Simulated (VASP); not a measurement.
ScCu:

```
CELL_PARAMETERS angstrom
3.25600 0.00000 0.00000
0.00000 3.25600 0.00000
0.00000 0.00000 3.25600
ATOMIC_POSITIONS crystal
Sc 0.50000 0.50000 0.50000
Cu 0.00000 0.00000 0.00000
```

- Program: VASP 6.6.1
- Task: relaxation of cell and atoms
- Functional: LDA
- Potentials or basis: VASP PAW LDA potentials, release 64 (Sc_sv, Cu_sv_GW)
- Cutoff: 820 eV
- k mesh: 8 × 8 × 8
- Occupations: fermi-dirac, width 0.1 eV
- Spin: no spin polarisation

At the start: pressure -7.8 GPa; volume 17.26 Å³/atom.

Problem. How do energy, volume and symmetry change on relaxing?

Solution. Over 3 steps the energy falls by 34.9 meV/atom and the volume is 15.91 Å³/atom (-7.8 %); space group Pm-3m (No. 221, to 0.1 Å) before and after.

Step by step:
| step | energy change (eV) | largest force (eV/Å) | pressure (GPa) | volume (Å³) |
| --- | --- | --- | --- | --- |
| 1 | 0.0000 | 0.0000 | -7.76 | 34.52 |
| 2 | -0.0500 | 0.0000 | 5.35 | 30.51 |
| 3 | -0.0698 | 0.0000 | -0.08 | 31.82 |

Final structure:
```yaml
crystal:
  lattice:
    - [3.16876, 0.00000, 0.00000]
    - [0.00000, 3.16876, 0.00000]
    - [0.00000, 0.00000, 3.16876]
  atoms:
    - { symbol: Sc, position: [0.50000, 0.50000, 0.50000] }
    - { symbol: Cu, position: [0.00000, 0.00000, 0.00000] }
```
